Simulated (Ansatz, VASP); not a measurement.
## One calculation of SiC, two programs

```xyz
2
Lattice="2.1636 0.0000 0.0000 0.0000 2.1636 0.0000 0.0000 0.0000 2.1636" Properties=species:S:1:pos:R:3 pbc="T T T"
Si    0.0000    0.0000    0.0000
C     1.0818    1.0818    1.0818
```

Change from the starting cell: volume scaled by 0.55, crystal datasets.

Alike in both runs: task single point; functional PBE; k mesh 14 × 14 × 14; occupations fermi-dirac, width 0.08 eV; no spin polarisation.

|  | VASP | Ansatz |
| --- | --- | --- |
| version | VASP 6.6.1 | Ansatz 0.2.0 |
| potentials or method | VASP PAW PBE potentials, release 64 (Si, C), cutoff 600 eV | all-electron PAW with datasets made for the crystal, scalar-relativistic |

|  | VASP | Ansatz | Ansatz less VASP |
| --- | --- | --- | --- |
| pressure (GPa) | 366.0 | 366.3 | +0.23 |

Both programs put the cell under a high pressure, so it lies far from rest at this level. Ansatz ran all-electron here, and VASP with PAW potentials. Ansatz's warnings: printed levels off.

Noted on VASP's run: the cell as given lies far from equilibrium.
